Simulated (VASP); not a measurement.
The system is SbS2.

```
CELL_PARAMETERS angstrom
3.61369 0.00000 0.00000
-1.80685 3.12955 0.00000
0.00000 0.00000 11.69168
ATOMIC_POSITIONS crystal
Sb 0.33333 0.66667 0.25000
Sb 0.66667 0.33333 0.75000
S 0.33333 0.66667 0.60606
S 0.66667 0.33333 0.10606
S 0.33333 0.66667 0.89394
S 0.66667 0.33333 0.39394
```

| Item | Value |
| --- | --- |
| Program | VASP 6.6.1 |
| Task | relaxation of cell and atoms |
| Functional | PBEsol |
| Potentials or basis | VASP PAW PBE potentials, release 64 (Sb, S) |
| Cutoff | 600 eV |
| k mesh | 12 × 12 × 4 |
| Occupations | gaussian, width 0.1 eV |
| Spin | no spin polarisation |

At the start: pressure 0.1 GPa; volume 22.04 Å³/atom.

**Question.** How do energy, volume and symmetry change on relaxing?

**Answer.** Over 11 steps the energy falls by 4.1 meV/atom and the volume is 21.64 Å³/atom (-1.8 %); space group P6_3/mmc (No. 194, to 0.05 Å).

Step by step:
```tsv
step	energy change (eV)	largest force (eV/Å)	pressure (GPa)	volume (Å³)
1	0.0000	0.1267	0.06	132.22
2	-0.0035	0.0842	-0.22	132.37
3	-0.0079	0.0277	-0.93	132.78
4	-0.0091	0.0260	-0.91	132.67
5	-0.0125	0.0212	-0.83	132.32
6	-0.0183	0.0140	-0.66	131.63
7	-0.0244	0.0104	-0.25	130.23
8	-0.0245	0.0120	-0.16	129.97
9	-0.0245	0.0111	-0.17	130.03
10	-0.0247	0.0023	-0.10	129.94
11	-0.0247	0.0091	-0.01	129.84
```

Final structure:
```yaml
crystal:
  lattice:
    - [3.64271, 0.00000, 0.00000]
    - [-1.82135, 3.15468, 0.00000]
    - [0.00000, 0.00000, 11.29833]
  atoms:
    - { symbol: Sb, position: [0.33333, 0.66667, 0.25000] }
    - { symbol: Sb, position: [0.66667, 0.33333, 0.75000] }
    - { symbol: S, position: [0.33333, 0.66667, 0.60093] }
    - { symbol: S, position: [0.66667, 0.33333, 0.10093] }
    - { symbol: S, position: [0.33333, 0.66667, 0.89907] }
    - { symbol: S, position: [0.66667, 0.33333, 0.39907] }
```

Caveat: the PAW data sets were made with another functional, which shifts forces and pressure a little.
